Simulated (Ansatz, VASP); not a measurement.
# One calculation of C, two programs

The input INCAR:

```
  ALGO = Normal
  EDIFF = 1E-7
  ENCUT = 520
  GGA = PE
  ISIF = 2
  ISMEAR = 0
  LASPH = T
  LCHARG = T
  LELF = T
  LREAL = F
  LVHAR = T
  LWAVE = F
  NBANDS = 21
  NELM = 80
  PREC = Accurate
  SIGMA = 0.02
```

Contents of KPOINTS:

```
k-points
0
Gamma
  10 10 10
```

POSCAR

```
C
1.0
    0.0000000000      1.7858181871     -1.7858181871
    3.5716363742      0.0000000000      0.0000000000
   -1.7858181871     -3.5716363742     -1.7858181871
C
6
Direct
    0.1666666667      0.4166666667      0.3333333333
    0.5000000000      0.7500000000      0.0000000000
    0.8333333333      0.0833333333      0.6666666667
    0.3333333333      0.3333333333      0.6666666667
    0.6666666667      0.6666666667      0.3333333333
    1.0000000000      0.0000000000      1.0000000000
```

Input for Ansatz:

```yaml
crystal:
  lattice:
    - [0.0, 1.7858181871, -1.7858181871]
    - [3.5716363742, 0.0, 0.0]
    - [-1.7858181871, -3.5716363742, -1.7858181871]
  atoms:
    - { symbol: C, position: [0.1666666667, 0.4166666667, 0.3333333333] }
    - { symbol: C, position: [0.5, 0.75, 0.0] }
    - { symbol: C, position: [0.8333333333, 0.0833333333, 0.6666666667] }
    - { symbol: C, position: [0.3333333333, 0.3333333333, 0.6666666667] }
    - { symbol: C, position: [0.6666666667, 0.6666666667, 0.3333333333] }
    - { symbol: C, position: [1.0, 0.0, 1.0] }
basis:
  ecutwfc: 420
kpoints:
  mp_grid: { grid: [10, 10, 10] }
  band_path: { path: [VBM, CBM], npoints: 2 }
hamiltonian:
  xc: pbe
scf:
  occupations: { method: gaussian, width: 0.02 }
output:
  forces: true
  stress: true
  eigenvalues: true
checkpoint:
  read: start.run
  write: ck
  compress: false
  write_wavefunctions: false
  write_every: 100000
```

Alike in both runs: task single point; functional PBE; k mesh 10 × 10 × 10; occupations gaussian, width 0.02 eV; no spin polarisation.

|  | VASP | Ansatz |
| --- | --- | --- |
| version | VASP 6.6.1 | Ansatz 0.2.0 |
| potentials or method | VASP PAW PBE potentials, release 64 (C), cutoff 520 eV | scalar-relativistic, plane waves, PAW |
| valence electrons in the cell | 24 | 24 |

VASP gave:

- gap on the k mesh at the Fermi level (eV): 4.16
- least direct gap on the mesh (eV): 5.49
- pressure (GPa): 0.6

Q: Estimate Ansatz's values.

A: gap on the k mesh at the Fermi level (eV): 4.17; least direct gap on the mesh (eV): 5.50; pressure (GPa): 0.0.

The functional is the same, so the differences come from potentials, cutoffs and numerics.
